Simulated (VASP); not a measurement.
# Ga2O3 (Pm-3m) in VASP: a series of runs, part 3 of 3

VASP 6.6.1.

## 6. Relaxation of cell and atoms, PBE, collinear spin, ferromagnetic start

This run uses another cell than the first one, of 13.93 Å³/atom, 1.248 times its volume.

Contents of INCAR:

```
PREC     = Accurate       # precision mode
ENCUT    = 600            # plane-wave cutoff, eV
EDIFF    = 1E-6           # SCF threshold, eV
ISMEAR   = 0              # smearing method
SIGMA    = 0.1            # smearing width, eV
LREAL    = F              # projectors in reciprocal space
LASPH    = T              # aspherical terms in the spheres
NELM     = 150            # most SCF steps
ALGO     = Normal         # electronic algorithm
ISIF     = 3              # what is computed and relaxed
LWAVE    = F              # write WAVECAR
LCHARG   = F              # write CHGCAR
ISPIN    = 2              # spin polarisation
MAGMOM   = 0 0 1 1 1      # initial moments
LORBIT   = 11             # projections on sites
GGA      = PE             # functional
IBRION   = 2              # ionic algorithm
NSW      = 90             # ionic steps
EDIFFG   = -0.04          # ionic threshold
```

Contents of KPOINTS:

```
Automatic mesh
0
Gamma
  4 4 4
```

Contents of POSCAR:

```
Ga2O3
1.0
    4.1139975300      0.0000000000      0.0000000000
    0.0000000000      4.1139975300      0.0000000000
    0.0000000000      0.0000000000      4.1139975300
Ga O
2 3
Direct
    0.5000000000      0.5000000000      0.5000000000
    0.0000000000      0.0000000000      0.0000000000
    0.5000000000      0.0000000000      0.0000000000
    0.0000000000      0.5000000000      0.0000000000
    0.0000000000      0.0000000000      0.5000000000
```

Potentials or basis: VASP PAW PBE potentials, release 64 (Ga_d, O).

Command:

```bash
cat potpaw_PBE.64/Ga_d/POTCAR potpaw_PBE.64/O/POTCAR > POTCAR
mpirun -np 1 vasp_std > vasp.out
```

OUTCAR:

```text
PREC = Accurate
   ENCUT = 600
   EDIFF = 1E-6
   ISMEAR = 0
   LREAL = F
   LASPH = T
   NELM = 150
   ISIF = 3
   ISPIN = 2
   LORBIT = 11
   GGA = PE
   IBRION = 2
   NSW = 90
   EDIFFG = -0.04

 ion  position               nearest neighbor table
   1  0.500  0.500  0.500-
   2  0.000  0.000  0.000-   3 2.06   4 2.06   5 2.06   5 2.06   4 2.06   3 2.06
   3  0.500  0.000  0.000-   2 2.06   2 2.06
   4  0.000  0.500  0.000-   2 2.06   2 2.06
   5  0.000  0.000  0.500-   2 2.06   2 2.06

  LATTYP: Found a simple cubic cell.
 ALAT       =     4.1139975300

  Lattice vectors:

 A1 = (   4.1139975300,   0.0000000000,   0.0000000000)
 A2 = (   0.0000000000,   4.1139975300,   0.0000000000)
 A3 = (   0.0000000000,   0.0000000000,   4.1139975300)

Analysis of symmetry for initial positions (statically):
=====================================================================
 Subroutine PRICEL returns:
 Original cell was already a primitive cell.

 Routine SETGRP: Setting up the symmetry group for a
 simple cubic supercell.

 Subroutine GETGRP returns: Found 48 space group operations
 (whereof 48 operations were pure point group operations)
 out of a pool of 48 trial point group operations.

The static configuration has the point symmetry O_h .

Analysis of symmetry for dynamics (positions and initial velocities):
=====================================================================
 Subroutine PRICEL returns:
 Original cell was already a primitive cell.

 Routine SETGRP: Setting up the symmetry group for a
 simple cubic supercell.

 Subroutine GETGRP returns: Found 48 space group operations
 (whereof 48 operations were pure point group operations)
 out of a pool of 48 trial point group operations.

The dynamic configuration has the point symmetry O_h .

Analysis of structural, dynamic, and magnetic symmetry:
=====================================================================
 Subroutine PRICEL returns:
 Original cell was already a primitive cell.

[... 120 lines left out ...]
  Fermi-wavevector in a.u.,A,eV,Ry     =   1.404845  2.654772 26.852309  1.973589
  Thomas-Fermi vector in A             =   2.527366
   LORBIT       =     11    0 simple, 1 ext, 2 COOP (PROOUT), +10 PAW based schemes
   GGA     = PE    functional components
   LHFCALC =     F    Hartree Fock is set to
   AEXX    =    0.0000 exact exchange contribution
   IVDW    =     0    specifies the selected vdW correction
   LEPSILON=     F    determine dielectric tensor
   LRPA    =     F    only Hartree local field effects (RPA)
 conjugate gradient relaxation of ions
 spin polarized calculation
 Gauss-broadening in eV      SIGMA  =   0.10
  energy-cutoff  :      600.00
  volume of cell :       69.63
 maximum number of plane-waves:      2360
 NGX is ok and might be reduce to    36
   NGX = 17   NGY = 17   NGZ = 17

--------------------------------------- Ionic step        1  -------------------------------------------

 number of electron      44.0000000 magnetization       3.0000000

 number of electron      43.9999998 magnetization      -1.5265211

 Free energy of the ion-electron system (eV)
  ---------------------------------------------------
  ext. energy  EPLUGINS =         0.00000000
  ---------------------------------------------------
  free energy    TOTEN  =       -23.63100881 eV

  energy without entropy =      -23.59756770  energy(sigma->0) =      -23.61428825

 E-fermi :   1.7707     XC(G=0): -10.3874

 val. band max:        1.7406085167   @ k =   0.2500   0.2500   0.0000
 cond. band min:       1.7855300039   @ k =   0.5000   0.2500   0.2500
 fundamental gap:      0.0449214872
 Fermi energy:         1.7707146924

 spin component 1

 k-point     1 :       0.0000    0.0000    0.0000
  band No.  band energies     occupation
      1     -15.3604      1.00000
      2     -14.2425      1.00000
      3     -14.2425      1.00000
      4     -12.1275      1.00000
      5     -12.1275      1.00000
      6     -12.1275      1.00000
[... 693 lines left out ...]
 number of electron      44.0000007 magnetization       0.0000061

 number of electron      44.0000007 magnetization      -0.0000007

 Free energy of the ion-electron system (eV)
  ---------------------------------------------------
  ext. energy  EPLUGINS =         0.00000000
  ---------------------------------------------------
  free energy    TOTEN  =       -24.55226521 eV

  energy without entropy =      -24.54450889  energy(sigma->0) =      -24.54838705

 E-fermi :   3.6990     XC(G=0): -11.5504

 val. band max:        3.6311196577   @ k =   0.5000   0.5000   0.5000
 cond. band min:       3.9283492748   @ k =   0.5000   0.2500   0.2500
 fundamental gap:      0.2972296171
 Fermi energy:         3.6989982894

 spin component 1

 k-point     1 :       0.0000    0.0000    0.0000
  band No.  band energies     occupation
      1     -14.8490      1.00000
      2     -13.0316      1.00000
      3     -13.0316      1.00000
      4     -10.8089      1.00000
      5     -10.8089      1.00000
      6     -10.8089      1.00000
[... 644 lines left out ...]
  FREE ENERGIE OF THE ION-ELECTRON SYSTEM (eV)
  ---------------------------------------------------
  free  energy   TOTEN  =       -24.5522652054 eV

  energy  without entropy=      -24.5445088898  energy(sigma->0) =      -24.54838705

 reached required accuracy - stopping structural energy minimisation

 total charge

# of ion       s       p       d       tot
------------------------------------------
    1        0.825   0.256   9.973  11.054
    2        0.656   0.829  10.364  11.849
    3        1.576   3.395   0.000   4.971
    4        1.576   3.395   0.000   4.971
    5        1.576   3.395   0.000   4.971
--------------------------------------------------
tot          6.210  11.269  20.337  37.816

 magnetization (x)

# of ion       s       p       d       tot
------------------------------------------
    1        0.000  -0.000  -0.000  -0.000
    2        0.000   0.000   0.000   0.000
    3       -0.000   0.000   0.000   0.000
    4       -0.000   0.000   0.000   0.000
    5       -0.000   0.000   0.000   0.000
--------------------------------------------------
tot         -0.000   0.000   0.000   0.000
```

OSZICAR:

```text
N       E                     dE             d eps       ncg     rms          rms(c)
DAV:   1     0.459658094701E+03    0.45966E+03   -0.23661E+04  1244   0.282E+03
DAV:   2     0.394013379459E+02   -0.42026E+03   -0.40403E+03  1260   0.606E+02
[... 31 lines left out ...]
DAV:   1    -0.246320817758E+02   -0.85852E-01   -0.13066E+00  1384   0.161E+01    0.189E+00
DAV:   2    -0.245674845677E+02    0.64597E-01   -0.17413E-01  1552   0.516E+00    0.704E-01
DAV:   3    -0.245557773270E+02    0.11707E-01   -0.14382E-02  1424   0.239E+00    0.329E-01
DAV:   4    -0.245525387670E+02    0.32386E-02   -0.33688E-03  1652   0.901E-01    0.628E-02
DAV:   5    -0.245522636694E+02    0.27510E-03   -0.85168E-04  1272   0.325E-01    0.781E-03
DAV:   6    -0.245522648514E+02   -0.11820E-05   -0.28129E-05  1360   0.606E-02    0.237E-03
DAV:   7    -0.245522652054E+02   -0.35397E-06   -0.27687E-06   944   0.207E-02
   3 F= -.24552265E+02 E0= -.24548387E+02  d E =-.921256E+00  mag=     0.0000
```

CONTCAR:

```text
Ga2O3
   1.00000000000000
     3.8236172479477433   -0.0000000000000000    0.0000000000000000
    -0.0000000000000000    3.8236172479477433    0.0000000000000000
    -0.0000000000000000    0.0000000000000000    3.8236172479477433
  Ga              O
     2     3
Direct
     0.5000000000000000    0.5000000000000000    0.5000000000000000
     0.0000000000000000    0.0000000000000000    0.0000000000000000
     0.5000000000000000    0.0000000000000000    0.0000000000000000
     0.0000000000000000    0.5000000000000000    0.0000000000000000
     0.0000000000000000    0.0000000000000000    0.5000000000000000

  0.00000000E+00  0.00000000E+00  0.00000000E+00
  0.00000000E+00  0.00000000E+00  0.00000000E+00
  0.00000000E+00  0.00000000E+00  0.00000000E+00
  0.00000000E+00  0.00000000E+00  0.00000000E+00
  0.00000000E+00  0.00000000E+00  0.00000000E+00
```

Wall time 2.1 min (1 thread of AMD EPYC 7R13 (Zen 3), shared host); peak memory 0.23 GiB.

What came out:

* Free energy: -24.5523 eV
* Relaxed volume: 11.18 Å³/atom
* Relaxed cell: a = 3.824 Å, b = 3.824 Å, c = 3.824 Å, α = 90.00°, β = 90.00°, γ = 90.00°
* Space group after relaxing (to 0.05 Å): Pm-3m (No. 221)
* Energy gained by relaxing: 184.3 meV/atom
* Ionic steps: 3
* Pressure after relaxing: -0.1 GPa
* Band gap on the k mesh: zero (filled and empty bands overlap)
* Net moment: 0.00 μB per cell
* Valence electrons inside the program's atomic spheres: Ga 11.05, 11.85; O 4.97

The path:
| step | energy change (eV) | largest force (eV/Å) | pressure (GPa) | volume (Å³) |
| --- | --- | --- | --- | --- |
| 1 | 0.0000 | 0.0000 | -15.75 | 69.63 |
| 2 | -0.9152 | 0.0000 | -2.20 | 56.73 |
| 3 | -0.9213 | 0.0000 | -0.07 | 55.90 |

Final structure:
```xyz
5
Lattice="3.8236 0.0000 0.0000 0.0000 3.8236 0.0000 0.0000 0.0000 3.8236" Properties=species:S:1:pos:R:3 pbc="T T T"
Ga    1.9118    1.9118    1.9118
Ga    0.0000    0.0000    0.0000
O     1.9118    0.0000    0.0000
O     0.0000    1.9118    0.0000
O     0.0000    0.0000    1.9118
```

Caveat: the k points lie up to 0.41 Å⁻¹ apart in the final cell; the volume moved by over 15 % at a fixed basis, so the end points are rough.

## 7. Overview

```csv
task,spin,cell,k mesh,cutoff (eV),gap on the mesh (eV),pressure (GPa),moment (μB),relaxed volume (Å³/atom)
single point,"collinear, ferromagnetic start","a = 3.821 Å, 5 atoms",4 × 4 × 4,520,none,0.4,0.00,-
single point,"collinear, ferromagnetic start","a = 4.114 Å, 5 atoms",4 × 4 × 4,520,none,-15.6,1.53,-
single point,off,"a = 3.827 Å, 5 atoms",10 × 10 × 10,520,none,0.5,-,-
relaxation of cell and atoms,off,"relaxed from a = 3.821 Å, 5 atoms",10 × 10 × 10,600,none,0.0,-,11.23
relaxation of cell and atoms,"collinear, ferromagnetic start","relaxed from a = 4.114 Å, 5 atoms",4 × 4 × 4,600,none,-0.1,0.00,11.18
```

Alike in all rows: level PBE; potentials or basis VASP PAW PBE potentials, release 64 (Ga_d, O); smearing gaussian 0.1 eV.

Caveats: some runs use coarse meshes; the volume moved by over 15 % at a fixed basis, so the end points are rough (some runs).

Absolute energies hang on the potentials; compare differences alone.
